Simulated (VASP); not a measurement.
Set up this calculation in VASP 6.6.1, as the native input.

```yaml
Task: single point
Functional: PBE
Potentials_or_basis: VASP PAW PBE potentials, release 64 (Ba_sv)
Cutoff: 520 eV
k_mesh: 14 × 14 × 14
Occupations: gaussian, width 0.15 eV
Spin: no spin polarisation
Dipole_correction: no
Further_INCAR_settings: ALGO = Fast; EDIFF = 1e-06; NBANDS = 11
```

The structure of Ba lies in POSCAR:

```
Ba
1.0
   -2.4625000000      2.4625000000      2.4250000000
    2.4625000000     -2.4625000000      2.4250000000
    2.4625000000      2.4625000000     -2.4250000000
Ba
1
Direct
    0.0000000000      0.0000000000      0.0000000000
```

This cell differs from its parent crystal: strain -0.015 along x and y, -0.030 along z.

These files were run (other wordings do the same):

INCAR

```
  PREC = Accurate
  ENCUT = 520
  EDIFF = 1E-6
  ISMEAR = 0
  SIGMA = 0.15
  LREAL = F
  LASPH = T
  NELM = 60
  ALGO = Fast
  ISIF = 2
  LWAVE = F
  LCHARG = F
  GGA = PE
  NBANDS = 11
```

KPOINTS

```
Automatic mesh
0
Gamma
  14 14 14
```

Potentials or basis: VASP PAW PBE potentials, release 64 (Ba_sv).

Launch:

```sh
$ cat potpaw_PBE.64/Ba_sv/POTCAR > POTCAR
$ mpirun -np 1 vasp_std > vasp.out
```

Results of the run:

| Quantity | Value |
| --- | --- |
| Pressure | 0.8 GPa |
| Band gap on the k mesh | zero (bands 5 and 6 overlap by 1.14 eV) |

Caveat: the cell differs from its parent crystal (strain -0.015 along x and y, -0.030 along z); spin-orbit coupling is left out, which moves the levels of the heavy elements.

It took 44 s on 1 thread of AMD EPYC 9R45 96-Core Processor (Zen 5), on a shared host, peak memory 0.26 GiB.
